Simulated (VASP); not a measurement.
CoSi2: single point with PBE

Crystal: CoSi2.

```
Co Si
1.0
     2.67994   -2.67994    0.00000
     2.67994    0.00000   -2.67994
     6.51458    6.51458    6.51458
Co Si
3 6
Direct
  0.00000 0.00000 0.78848
  0.33333 0.33333 0.51423
  0.66667 0.66667 0.23998
  0.66667 0.66667 0.44567
  0.00000 0.00000 0.17142
  0.33333 0.33333 0.71992
  0.66667 0.66667 0.03430
  0.00000 0.00000 0.58280
  0.33333 0.33333 0.30855
```

```json
{"Program": "VASP 6.6.1", "Task": "single point", "Functional": "PBE", "Potentials or basis": "VASP PAW PBE potentials, release 64 (Co, Si)", "Cutoff": "520 eV", "k mesh": "14 × 14 × 5", "Occupations": "gaussian, width 0.15 eV", "Spin": "no spin polarisation", "Dipole correction": "no", "Further INCAR settings": "ALGO = Normal; EDIFF = 1e-06; NBANDS = 36"}
```

* Pressure: -4.8 GPa
* Largest force: 0.604 eV/Å

Forces in eV/Å, atoms in the order of the input:
```
Co   0.272  0.272  0.272
Co   0.058  0.058  0.058
Co  -0.349 -0.349 -0.349
Si  -0.104 -0.104 -0.104
Si  -0.252 -0.252 -0.252
Si  -0.085 -0.085 -0.085
Si  -0.113 -0.113 -0.113
Si   0.319  0.319  0.319
Si   0.253  0.253  0.253
```

Stress tensor (GPa, compression positive):
```
-4.80  0.56  0.56
 0.56 -4.80  0.56
 0.56  0.56 -4.80
```

Levels at points of the mesh, in eV from the Fermi level:
| k point | band 22 | band 23 | band 24 | band 25 | band 26 | band 27 | band 28 | band 29 | band 30 | band 31 |
| --- | --- | --- | --- | --- | --- | --- | --- | --- | --- | --- |
| (0.00, 0.00, 0.00) | 0.14 | 0.14 | 1.34 | 1.40 | 1.40 | 1.89 | 2.47 | 3.00 | 3.00 | 3.51 |
| (0.50, 0.00, 0.00) | -1.12 | -0.99 | -0.88 | -0.70 | -0.57 | -0.21 | 1.38 | 1.80 | 2.01 | 2.15 |

Wall time 6.1 min on 1 thread of Intel(R) Xeon(R) 6975P-C (Granite Rapids) (shared host), peak memory 0.52 GiB.

Spin polarisation is off, so any magnetic state and its effect on volume and gap are missing.
